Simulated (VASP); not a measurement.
Set up this calculation in VASP 6.6.1, as the native input.

```yaml
Task: single point
Functional: PBE
Potentials_or_basis: VASP PAW PBE potentials, release 64 (Ru_pv)
Cutoff: 520 eV
k_mesh: 24 × 24 × 12
Occupations: gaussian, width 0.15 eV
Spin: no spin polarisation
Dipole_correction: no
Further_INCAR_settings: ALGO = Fast; EDIFF = 1e-06; NBANDS = 21
```

The structure of Ru lies in POSCAR:

```
Ru
1.0
    2.4792165830      0.0000000000      0.0000000000
   -1.2396082915      2.1470645423      0.0000000000
    0.0000000000      0.0000000000      5.1003356228
Ru
2
Direct
    0.3333333333      0.6666666667      0.2500000000
    0.6666666667      0.3333333333      0.7500000000
```

This cell differs from its parent crystal: ratio of the length along z to the lengths across it x 1.3, volume and fractional coordinates fixed.

These files were run (other wordings do the same):

INCAR

```
SYSTEM = Ru
  PREC = Accurate
  ENCUT = 520
  EDIFF = 1E-6
  ISMEAR = 0
  SIGMA = 0.15
  LREAL = .False.
  LASPH = .True.
  NELM = 100
  ALGO = Fast
  ISIF = 2
  LWAVE = .False.
  LCHARG = .False.
  GGA = PE
  NBANDS = 21
```

KPOINTS

```
Automatic mesh
0
Gamma
  24 24 12
  0 0 0
```

Potentials or basis: VASP PAW PBE potentials, release 64 (Ru_pv).

Command:

```bash
$ cat potpaw_PBE.64/Ru_pv/POTCAR > POTCAR
$ mpirun -np 1 vasp_std > vasp.out
```

Results of the run:

```json
{"Pressure": "29.7 GPa", "Band gap on the k mesh": "zero (bands 14 and 15 overlap by 2.03 eV)"}
```

Caveat: the stress differs along the axes, from -35 to 62 GPa.

Run time: 2.1 min on 1 thread of Intel(R) Xeon(R) Platinum 8488C (Sapphire Rapids) (shared host), peak memory 0.29 GiB.
